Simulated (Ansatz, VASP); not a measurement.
## Two plane-wave programs on C

```
C
1.0
     2.48352    0.00000    0.00000
    -1.24176    2.15079    0.00000
     0.00000    0.00000   19.27001
C
10
Cartesian
  0.0000 1.4339 10.5032
  1.2418 0.7169 0.8682
  0.0000 0.0000 14.4525
  0.0000 1.4339 18.4018
  0.0000 0.0000 4.8175
  1.2418 0.7169 8.7668
  0.0000 1.4339 14.4525
  0.0000 0.0000 9.6350
  1.2418 0.7169 4.8175
  0.0000 0.0000 0.0000
```

Alike in both runs: functional PBE; k mesh 18 × 18 × 2; occupations gaussian, width 0.1 eV; no spin polarisation.

Ansatz relaxed the structure, and its values are those at the end. VASP's run is a single point on that final structure, the one shown.

```csv
,VASP,Ansatz
version,VASP 6.6.1,Ansatz 0.2.0
potentials or method,"VASP PAW PBE potentials, release 64 (C), cutoff 520 eV","scalar-relativistic, plane waves, PAW"
valence electrons in the cell,40,40
```

```tsv
	VASP	Ansatz	Ansatz less VASP
gap on the k mesh at the Fermi level (eV)	none	none	-
pressure (GPa)	0.3	0.0	-0.26
rms of the force components (eV/Å)	0.008	0.000	-0.0079
```

A gap of «none» marks a metal or a gap that the smearing closes.
